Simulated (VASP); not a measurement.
Here is a VASP 6.6.1 calculation.

INCAR

```
  ALGO = Fast
  EDIFF = 1E-7
  EDIFFG = -0.01
  ENCUT = 600
  GGA = PE
  IBRION = 2
  ISIF = 3
  ISMEAR = 0
  LASPH = True
  LCHARG = False
  LREAL = False
  LWAVE = False
  NELM = 80
  NSW = 100
  PREC = Accurate
  SIGMA = 0.1
```

Contents of KPOINTS:

```
k-points
0
Gamma
  14 14 22
```

The input POSCAR:

```
TiAl
1.0
    3.8157947328      0.0000000000      0.0000000000
    0.0000000000      3.8157947328      0.0000000000
    0.0000000000      0.0000000000      2.5917981908
Ti Al
1 1
Direct
    0.0000000000      0.0000000000      0.5000000000
    0.5000000000      0.5000000000      0.5000000000
```

Potentials or basis: VASP PAW PBE potentials, release 64 (Ti_sv, Al).

Launch:

```sh
$ cat potpaw_PBE.64/Ti_sv/POTCAR potpaw_PBE.64/Al/POTCAR > POTCAR
$ mpirun -np 1 vasp_std > vasp.out
```

Problem. Estimate the space group after relaxing (to 0.1 Å).

Solution. P4/mmm (No. 123).

Problem. Estimate the band gap on the k mesh.

Solution. Zero (an odd number of electrons rules out a gap without spin polarisation).

The path:
```
step  energy change (eV)  largest force (eV/Å)  pressure (GPa)  volume (Å³)
   1              0.0000                0.0000           -0.13        37.74
   2             -0.0002                0.0000            0.01        37.65
   3             -0.0002                0.0000            0.10        37.62
   4             -0.0002                0.0000            0.12        37.64
   5             -0.0002                0.0000            0.11        37.64
   6             -0.0002                0.0000            0.00        37.70
```
